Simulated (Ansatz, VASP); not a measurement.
# Cu3SeCl in VASP and in Ansatz

```
Cl Se Cu
1.0
     4.41410    0.00000    0.00000
     0.00000    4.41410    0.00000
     0.00000    0.00000    4.41410
Cl Se Cu
1 1 3
Direct
  0.00000 0.00000 0.00000
  0.50000 0.50000 0.50000
  0.50000 0.50000 0.00000
  0.50000 0.00000 0.50000
  0.00000 0.50000 0.50000
```

Alike in both runs: task single point; functional PBEsol; k mesh 6 × 6 × 6; occupations gaussian, width 0.02 eV; no spin polarisation.

|  | VASP | Ansatz |
| --- | --- | --- |
| version | VASP 6.6.1 | Ansatz 0.2.0 |
| potentials or method | VASP PAW PBE potentials, release 64 (Cl, Se, Cu), cutoff 520 eV | scalar-relativistic, plane waves, PAW |
| valence electrons in the cell | 46 | 80 |

Ansatz gave:

* gap on the k mesh at the Fermi level (eV): 1.49
* least direct gap on the mesh (eV): 1.49
* pressure (GPa): 7.1

Task: Estimate VASP's values.

Result: gap on the k mesh at the Fermi level (eV): 1.50; least direct gap on the mesh (eV): 1.50; pressure (GPa): 7.4.

VASP's potentials were made for PBE, not for PBEsol. The functional is the same, so the differences come from potentials, cutoffs and numerics. VASP's potentials hold 46 valence electrons a cell and Ansatz's 80, so a difference there can come from the potentials and not from the codes.
